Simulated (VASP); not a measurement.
Runs of VASP 6.6.1 on BiMo. The structure is that of space group P6_3/mmc (No. 194), or close to it. The cells are those of the table. 

```tsv
level	cell	gap on the mesh (eV)	pressure (GPa)
PBE	a = 4.818, b = 4.818, c = 5.155 Å, angles 90.0, 90.0, 120.0°, 4 atoms	none	(a)
PBE	a = 4.679, b = 4.679, c = 5.168 Å, angles 90.0, 90.0, 120.0°, 4 atoms	none	-3.8
PBE	a = 4.745, b = 4.745, c = 5.171 Å, angles 90.0, 90.0, 120.0°, 4 atoms	none	-6.0
r2SCAN	a = 4.601, b = 4.601, c = 5.140 Å, angles 90.0, 90.0, 120.0°, 4 atoms	none	-1.6
```

Alike in all rows: task single point; potentials or basis VASP PAW PBE potentials, release 64 (Mo_sv, Bi_d); no spin polarisation; k mesh 10 × 10 × 6; cutoff (eV) 520; smearing gaussian 0.05 eV.

Question: Fill in the values left out.

Answer: (a) -7.8.

Caveats: spin-orbit coupling is left out, which moves the levels of the heavy elements; the PAW data sets were made with another functional, which shifts forces and pressure a little (some runs).

A k mesh can miss the band edges, and the runs leave out spin-orbit coupling on Bi, Mo.

A gap of «none» marks levels without a gap at the run's occupations.
